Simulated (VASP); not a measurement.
Runs of VASP 6.6.1 on CO2. The structure is that of space group Pa-3 (No. 205), or close to it. The cells are those of the table. 

| cell | gap on the mesh (eV) | pressure (GPa) | largest force (eV/Å) |
| --- | --- | --- | --- |
| a = 5.878, b = 5.878, c = 6.022 Å, 12 atoms | 6.82 | 8.3 | 3.57 |
| a = 6.041, b = 6.041, c = 5.897 Å, 12 atoms | 6.71 | 4.5 | 2.02 |
| a = 6.107, b = 6.107, c = 5.961 Å, 12 atoms | (c) | 1.2 | 0.62 |
| a = 5.762, b = 5.762, c = 5.625 Å, 12 atoms | (b) | 24.0 | 9.41 |
| a = 6.306 Å, 12 atoms | (a) | -7.9 | 3.67 |
| a = 5.944, b = 5.944, c = 6.090 Å, 12 atoms | 6.71 | 4.5 | 2.02 |
| a = 5.810, b = 5.810, c = 5.952 Å, 12 atoms | 6.95 | 12.7 | 5.31 |
| a = 6.365 Å, 12 atoms | 6.16 | (d) | 4.49 |

Alike in all rows: task single point; level PBE; potentials or basis VASP PAW PBE potentials, release 64 (C, O); no spin polarisation; k mesh 4 × 4 × 4; cutoff (eV) 520; smearing gaussian 0.05 eV.

Estimate the missing entries.

(a) 6.24; (b) 7.22; (c) 6.60; (d) -9.5.

Caveats: this functional lacks dispersion, which holds the molecules together, so the pressure and a relaxed volume are unreliable; forces of over 1 eV/Å act on the atoms, so gaps and moduli don't describe the material at rest (at least some runs); the cell stands under pressure (at least some runs); the cell stands under tension (at least some runs).

A k mesh can miss the band edges.
